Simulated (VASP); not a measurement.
Set up this calculation in VASP 6.6.1, as the native input.

| Quantity | Value |
| --- | --- |
| Task | single point |
| Functional | PBE |
| Potentials or basis | VASP PAW PBE potentials, release 64 (Na_pv, Ge_d, F) |
| Cutoff | 520 eV |
| k mesh | 6 × 6 × 6 |
| Occupations | fermi-dirac, width 0.02 eV |
| Spin | no spin polarisation |
| Dipole correction | no |
| Further INCAR settings | ALGO = Normal; EDIFF = 1e-06; NBANDS = 29 |

The structure of NaGeF3 lies in POSCAR:

```
NaGeF3
1.0
    4.1737373760      0.0000000000      0.0000000000
    0.0000000000      4.3476431000      0.0000000000
    0.0000000000      0.0000000000      4.3476431000
Na Ge F
1 1 3
Direct
    0.0000000000      0.0000000000      0.0000000000
    0.5000000000      0.5000000000      0.5000000000
    0.5000000000      0.5000000000      0.0000000000
    0.5000000000      0.0000000000      0.5000000000
    0.0000000000      0.5000000000      0.5000000000
```

This cell differs from its parent crystal: uniaxial x strain -4.0%.

These files were run (other wordings do the same):

INCAR

```
SYSTEM = NaGeF3
ALGO     = Normal         ! electronic algorithm
EDIFF    = 1E-6           ! SCF threshold, eV
ENCUT    = 520            ! plane-wave cutoff, eV
GGA      = PE             ! functional
ISIF     = 2              ! what is computed and relaxed
ISMEAR   = -1             ! smearing method
LASPH    = .TRUE.         ! aspherical terms in the spheres
LCHARG   = .TRUE.         ! write CHGCAR
LELF     = .TRUE.         ! ELF
LREAL    = .FALSE.        ! projectors in reciprocal space
LVHAR    = .TRUE.       
LWAVE    = .FALSE.        ! write WAVECAR
NBANDS   = 29             ! bands
NELM     = 80             ! most SCF steps
PREC     = Accurate       ! precision mode
SIGMA    = 0.02           ! smearing width, eV
```

KPOINTS

```
k-points
0
G
  6 6 6
  0 0 0
```

Potentials or basis: VASP PAW PBE potentials, release 64 (Na_pv, Ge_d, F).

Launch:

```bash
$ cat potpaw_PBE.64/Na_pv/POTCAR potpaw_PBE.64/Ge_d/POTCAR potpaw_PBE.64/F/POTCAR > POTCAR
$ mpirun -np 1 vasp_std > vasp.out
```

Results of the run:

```json
{
 "Pressure": "4.8 GPa",
 "Band gap on the k mesh": "0.98 eV, indirect (least direct gap 1.57 eV)"
}
```

Caveat: the cell differs from its parent crystal (uniaxial x strain -4.0%).

Wall time 23 s on 1 thread of Intel(R) Xeon(R) 6975P-C (Granite Rapids), on a shared host, peak memory 0.22 GiB.
